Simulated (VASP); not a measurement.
# TiH3Br (R32) in VASP: single point with PBE

Aim: the single point of TiH3Br with PBE.

Everything below comes from runs of VASP 6.6.1. Logs are shortened: lines on timing, memory, paths and dates and some standing lists are left out, and cuts for length are marked.

### 1 The cell of the first run

It takes space group R32 (No. 155, trigonal). The conventional cell has a = 5.378 Å, b = 5.378 Å, c = 9.218 Å, α = 90.00°, β = 90.00°, γ = 120.00°. Within 3.4 Å of Ti (site symmetry 32) lie 6 H at 2.56 Å. Within 1.8 Å of H (site symmetry 2) lie 1 Br at 1.35 Å. Br (site symmetry 32) has 3 H at 1.35 Å within 1.8 Å.

### 2 Single point, PBE, collinear spin, ferromagnetic start

INCAR reads:

```
SYSTEM = TiH3Br
  PREC = Accurate
  ENCUT = 520
  EDIFF = 1E-6
  ISMEAR = 0
  SIGMA = 0.1
  LREAL = .FALSE.
  LASPH = .TRUE.
  NELM = 150
  ALGO = Normal
  ISIF = 2
  LWAVE = .FALSE.
  LCHARG = .FALSE.
  ISPIN = 2
  MAGMOM = 1 0 0 0 0
  LORBIT = 11
  LMAXMIX = 4
  GGA = PE
  NBANDS = 23
```

KPOINTS reads:

```
Automatic mesh
0
G
  6 6 6
  0 0 0
```

POSCAR reads:

```
TiH3Br
1.0
    2.6892318600      1.5526287400      3.0726997000
   -2.6892318600      1.5526287400      3.0726997000
    0.0000000000     -3.1052574800      3.0726997000
Ti H Br
1 3 1
Direct
    0.0000000000      0.0000000000      0.0000000000
    0.5000000000      0.7514317500      0.2485682500
    0.2485682500      0.5000000000      0.7514317500
    0.7514317500      0.2485682500      0.5000000000
    0.5000000000      0.5000000000      0.5000000000
```

Potentials or basis: VASP PAW PBE potentials, release 64 (Ti_sv, H, Br).

Started as:

```sh
$ cat potpaw_PBE.64/Ti_sv/POTCAR potpaw_PBE.64/H/POTCAR potpaw_PBE.64/Br/POTCAR > POTCAR
$ mpirun -np 1 vasp_std > vasp.out
```

OUTCAR:

```text
SYSTEM = TiH3Br
   PREC = Accurate
   ENCUT = 520
   EDIFF = 1E-6
   ISMEAR = 0
   LREAL = .FALSE.
   LASPH = .TRUE.
   NELM = 150
   ISIF = 2
   ISPIN = 2
   LORBIT = 11
   GGA = PE

 ion  position               nearest neighbor table
   1  0.000  0.000  0.000-
   2  0.500  0.751  0.249-   5 1.35
   3  0.249  0.500  0.751-   5 1.35
   4  0.751  0.249  0.500-   5 1.35
   5  0.500  0.500  0.500-   4 1.35   3 1.35   2 1.35

  LATTYP: Found a trigonal (rhomboedric) cell.
 ALAT       =     4.3685360760
 COS(alpha) =     0.2420952338

  Lattice vectors:

 A1 = (   2.6892318600,   1.5526287400,   3.0726997000)
 A2 = (  -2.6892318600,   1.5526287400,   3.0726997000)
 A3 = (   0.0000000000,  -3.1052574800,   3.0726997000)

Analysis of symmetry for initial positions (statically):
=====================================================================
 Subroutine PRICEL returns:
 Original cell was already a primitive cell.

 Routine SETGRP: Setting up the symmetry group for a
 trigonal (rhombohedral) supercell.

 Subroutine GETGRP returns: Found  6 space group operations
 (whereof  6 operations were pure point group operations)
 out of a pool of 12 trial point group operations.

The static configuration has the point symmetry D_3 .

Analysis of symmetry for dynamics (positions and initial velocities):
=====================================================================
 Subroutine PRICEL returns:
 Original cell was already a primitive cell.

 Routine SETGRP: Setting up the symmetry group for a
 trigonal (rhombohedral) supercell.

 Subroutine GETGRP returns: Found  6 space group operations
 (whereof  6 operations were pure point group operations)
 out of a pool of 12 trial point group operations.

The dynamic configuration has the point symmetry D_3 .

Analysis of structural, dynamic, and magnetic symmetry:
=====================================================================
 Subroutine PRICEL returns:
 Original cell was already a primitive cell.

 Routine SETGRP: Setting up the symmetry group for a
 trigonal (rhombohedral) supercell.

 Subroutine GETGRP returns: Found  6 space group operations
 (whereof  6 operations were pure point group operations)
 out of a pool of 12 trial point group operations.

The overall configuration has the point symmetry D_3 .

 Subroutine INISYM returns: Found  6 space group operations
 (whereof  6 operations are pure point group operations),
 and found     1 'primitive' translations

----------------------------------------------------------------------------------------

                                     Primitive cell

  volume of cell :      76.9781

  direct lattice vectors                    reciprocal lattice vectors
     2.689231860  1.552628740  3.072699700     0.185926698  0.107344829  0.108482236
    -2.689231860  1.552628740  3.072699700    -0.185926698  0.107344829  0.108482236
     0.000000000 -3.105257480  3.072699700     0.000000000 -0.214689658  0.108482236

  length of vectors
     4.368536076  4.368536076  4.368536078     0.240541150  0.240541150  0.240541150

  position of ions in fractional coordinates (direct lattice)
     0.000000000  0.000000000  0.000000000
     0.500000000  0.751431750  0.248568250
     0.248568250  0.500000000  0.751431750
     0.751431750  0.248568250  0.500000000
     0.500000000  0.500000000  0.500000000

  ion indices of the primitive-cell ions
   primitive index   ion index
                 1           1
                 2           2
                 3           3
                 4           4
                 5           5

----------------------------------------------------------------------------------------

 KPOINTS: Automatic mesh

Automatic generation of k-mesh.
 Grid dimensions read from file:
 generate k-points for:    6    6    6

 Generating k-lattice:

  Cartesian coordinates                     Fractional coordinates (reciprocal lattice)
     0.030987783  0.017890805  0.018080373     0.166666667 -0.000000000 -0.000000000
    -0.030987783  0.017890805  0.018080373    -0.000000000  0.166666667 -0.000000000
     0.000000000 -0.035781610  0.018080373    -0.000000000 -0.000000000  0.166666667

  Length of vectors
     0.040090192  0.040090192  0.040090192

  Shift w.r.t. Gamma in fractional coordinates (k-lattice)
     0.000000000  0.000000000  0.000000000

 Subroutine IBZKPT returns following result:
 ===========================================

 Found     32 irreducible k-points:

 Following reciprocal coordinates:
            Coordinates               Weight
  0.000000  0.000000  0.000000      1.000000
  0.166667  0.000000  0.000000      6.000000
  0.333333  0.000000  0.000000      6.000000
  0.500000 -0.000000  0.000000      3.000000
  0.166667  0.166667  0.000000      6.000000
  0.333333  0.166667  0.000000     12.000000
[... 16 lines left out ...]
  0.500000  0.500000  0.166667      6.000000
 -0.333333  0.500000  0.166667     12.000000
 [... further k-points ...]
   k-points           NKPTS =     32   k-points in BZ     NKDIM =     32   number of bands    NBANDS=     23
   number of dos      NEDOS =    301   number of ions     NIONS =      5
   total plane-waves  NPLWV =  32768
   dimension x,y,z NGX =    32 NGY =   32 NGZ =   32
   dimension x,y,z NGXF=    64 NGYF=   64 NGZF=   64
   ions per type =               1   3   1
   NGX,Y,Z   is equivalent  to a cutoff of  12.18, 12.18, 12.18 a.u.
   NGXF,Y,Z  is equivalent  to a cutoff of  24.36, 24.36, 24.36 a.u.
 SYSTEM =  TiH3Br
   PREC   = accura    normal or accurate (medium, high low for compatibility)
   ISTART =      0    job   : 0-new  1-cont  2-samecut
   ICHARG =      2    charge: 1-file 2-atom 10-const
   ISPIN  =      2    spin polarized calculation?
   LNONCOLLINEAR =      F non collinear calculations
   LSORBIT =      F    spin-orbit coupling
   LASPH  =      T    aspherical Exc in radial PAW
   ENCUT  =  520.0 eV  38.22 Ry    6.18 a.u.   8.12  8.12  8.12*2*pi/ulx,y,z
   NELM   =    150;   NELMIN=  2; NELMDL= -5     # of ELM steps
   EDIFF  = 0.1E-05   stopping-criterion for ELM
   LREAL  =      F    real-space projection
   EDIFFG = 0.1E-04   stopping-criterion for IOM
   NSW    =      0    number of steps for IOM
   IBRION =     -1    ionic relax: 0-MD 1-quasi-New 2-CG
   NFREE  =      0    steps in history (QN), initial steepest desc. (CG)
   ISIF   =      2    stress and relaxation
   ISYM   =      2    0-nonsym 1-usesym 2-fastsym
   POTIM  = 0.5000    time-step for ionic-motion
   TEBEG  =    0.0;   TEEND  =   0.0 temperature during run
   PSTRESS=    0.0 pullay stress
   NELECT =      22.0000    total number of electrons
   NUPDOWN=      -1.0000    fix difference up-down
   EMIN   =  10.00;   EMAX   =-10.00  energy-range for DOS
   EFERMI =   0.00;   METHOD = LEGACY
   ISMEAR =     0;   SIGMA  =   0.10  broadening in eV -4-tet -1-fermi 0-gaus
   EFERMI_NEDOS =   21; number of points for ismear=-14 and -15
   IALGO  =     38    algorithm
   IMIX   =      4    mixing-type and parameters
     AMIX     =   0.40;   BMIX     =  1.00
     AMIX_MAG =   1.60;   BMIX_MAG =  1.00
  volume/ion in A,a.u.               =      15.40       103.89
  Fermi-wavevector in a.u.,A,eV,Ry     =   1.078351  2.037787 15.821399  1.162840
  Thomas-Fermi vector in A             =   2.214287
   LORBIT       =     11    0 simple, 1 ext, 2 COOP (PROOUT), +10 PAW based schemes
   GGA     = PE    functional components
   LHFCALC =     F    Hartree Fock is set to
   AEXX    =    0.0000 exact exchange contribution
   IVDW    =     0    specifies the selected vdW correction
   LEPSILON=     F    determine dielectric tensor
   LRPA    =     F    only Hartree local field effects (RPA)
 spin polarized calculation
 Gauss-broadening in eV      SIGMA  =   0.10
  energy-cutoff  :      520.00
  volume of cell :       76.98
 maximum number of plane-waves:      2084
   NGX = 17   NGY = 17   NGZ = 17

 number of electron      22.0000006 magnetization      -0.0089104

 number of electron      22.0000006 magnetization       0.0011388

 Free energy of the ion-electron system (eV)
  ---------------------------------------------------
  ext. energy  EPLUGINS =         0.00000000
  ---------------------------------------------------
  free energy    TOTEN  =        -9.17629048 eV

  energy without entropy =       -9.15586355  energy(sigma->0) =       -9.16607702

 E-fermi :   3.4305     XC(G=0):  -8.5615

 val. band max:        3.3738320631   @ k =   0.5000   0.5000   0.5000
 cond. band min:       3.4324204608   @ k =  -0.3333   0.3333   0.3333
 fundamental gap:      0.0585883977
 Fermi energy:         3.4305267113

 spin component 1

 k-point     1 :       0.0000    0.0000    0.0000
  band No.  band energies     occupation
      1     -54.3119      1.00000
      2     -30.6230      1.00000
      3     -30.5345      1.00000
      4     -30.5345      1.00000
      5     -17.2622      1.00000
      6      -7.5572      1.00000
[... 15 lines left out ...]
     22       9.8297      0.00000
     23      12.8537      0.00000

 k-point     2 :       0.1667    0.0000    0.0000
  band No.  band energies     occupation
      1     -54.3119      1.00000
      2     -30.6234      1.00000
      3     -30.5350      1.00000
      4     -30.5344      1.00000
      5     -17.2463      1.00000
      6      -7.6652      1.00000
[... 15 lines left out ...]
     22      11.5223      0.00000
     23      12.8921      0.00000
[... 544 lines left out ...]
     22      12.2842      0.00000
     23      13.0014      0.00000

 k-point    24 :      -0.3333    0.5000    0.1667
  band No.  band energies     occupation
      1     -54.3117      1.00000
      2     -30.6264      1.00000
      3     -30.5367      1.00000
      4     -30.5353      1.00000
      5     -17.1610      1.00000
      6      -7.8353      1.00000
[... 15 lines left out ...]
     22      12.2144      0.00000
     23      13.0938      0.00000

 [... further k-points ...]

 spin component 2

 k-point     1 :       0.0000    0.0000    0.0000
  band No.  band energies     occupation
      1     -54.3110      1.00000
      2     -30.6216      1.00000
      3     -30.5338      1.00000
      4     -30.5338      1.00000
      5     -17.2621      1.00000
      6      -7.5572      1.00000
[... 15 lines left out ...]
     22       9.8300      0.00000
     23      12.8540      0.00000

 k-point     2 :       0.1667    0.0000    0.0000
  band No.  band energies     occupation
      1     -54.3109      1.00000
      2     -30.6220      1.00000
      3     -30.5343      1.00000
      4     -30.5337      1.00000
      5     -17.2463      1.00000
      6      -7.6652      1.00000
[... 15 lines left out ...]
     22      11.5226      0.00000
     23      12.8922      0.00000
[... 544 lines left out ...]
     22      12.2842      0.00000
     23      13.0015      0.00000

 k-point    24 :      -0.3333    0.5000    0.1667
  band No.  band energies     occupation
      1     -54.3107      1.00000
      2     -30.6250      1.00000
      3     -30.5360      1.00000
      4     -30.5347      1.00000
      5     -17.1610      1.00000
      6      -7.8353      1.00000
[... 15 lines left out ...]
     22      12.2146      0.00000
     23      13.0938      0.00000

 [... further k-points ...]
[... 5 lines left out ...]
  --------------------------------------------------------------------------------------
  -------------------------------------------------------------------------------------
  Total       13.4315666     13.4315666     -5.6965092      0.0000000      0.0000000     -0.0000000
  in kB      279.5567708    279.5567714   -118.5638106      0.0000000      0.0000000     -0.0000000
  external PRESSURE =     146.8499105 kB  Pullay stress =       0.0000000 kB

 VOLUME and BASIS-vectors are now :
 -----------------------------------------------------------------------------
  energy-cutoff  :      520.00
  volume of cell :       76.98
      direct lattice vectors                 reciprocal lattice vectors
     2.689231860  1.552628740  3.072699700     0.185926698  0.107344829  0.108482236
    -2.689231860  1.552628740  3.072699700    -0.185926698  0.107344829  0.108482236
     0.000000000 -3.105257480  3.072699700     0.000000000 -0.214689658  0.108482236

 POSITION                                       TOTAL-FORCE (eV/Angst)
 -----------------------------------------------------------------------------------
      0.00000      0.00000      0.00000        -0.000000     -0.000000      0.000000
     -0.67616      1.17114      4.60905        -4.058064      7.028773      0.000000
     -0.67616     -1.17114      4.60905        -4.058064     -7.028773      0.000000
      1.35232      0.00000      4.60905         8.116128     -0.000000     -0.000000
      0.00000      0.00000      4.60905         0.000000     -0.000000      0.000000
 -----------------------------------------------------------------------------------
    total drift:                                0.000000      0.000000     -0.000000

  FREE ENERGIE OF THE ION-ELECTRON SYSTEM (eV)
  ---------------------------------------------------
  free  energy   TOTEN  =        -9.1762904840 eV

  energy  without entropy=       -9.1558635502  energy(sigma->0) =       -9.16607702

 total charge

# of ion       s       p       d       tot
------------------------------------------
    1        2.176   5.982   1.851  10.009
    2        0.563   0.059   0.000   0.621
    3        0.563   0.059   0.000   0.621
    4        0.563   0.059   0.000   0.621
    5        1.690   3.286   0.260   5.236
--------------------------------------------------
tot          5.553   9.444   2.111  17.109

 magnetization (x)

# of ion       s       p       d       tot
------------------------------------------
    1        0.000   0.000   0.001   0.001
    2       -0.000   0.000   0.000  -0.000
    3       -0.000   0.000   0.000  -0.000
    4       -0.000   0.000   0.000  -0.000
    5       -0.000   0.000  -0.000  -0.000
--------------------------------------------------
tot          0.000   0.000   0.001   0.001
```

It took 3.3 min on 1 thread of AMD EPYC 9R45 (Zen 5), shared host; peak memory 0.23 GiB.

Results:

```
Free energy                                           : -9.1763 eV
Pressure                                              : 14.7 GPa
Largest force                                         : 8.116 eV/Å
Band gap on the k mesh                                : zero (filled and empty bands overlap)
Net moment                                            : 0.00 μB per cell
Valence electrons inside the program's atomic spheres : Ti 10.01; H 0.62; Br 5.24
```

Forces in eV/Å, atoms in the order of the input:
```
Ti   0.000  0.000  0.000
H   -4.058  7.029  0.000
H   -4.058 -7.029  0.000
H    8.116  0.000  0.000
Br   0.000  0.000  0.000
```

Caveat: forces of over 1 eV/Å act on the atoms, so gaps and moduli don't describe the material at rest.
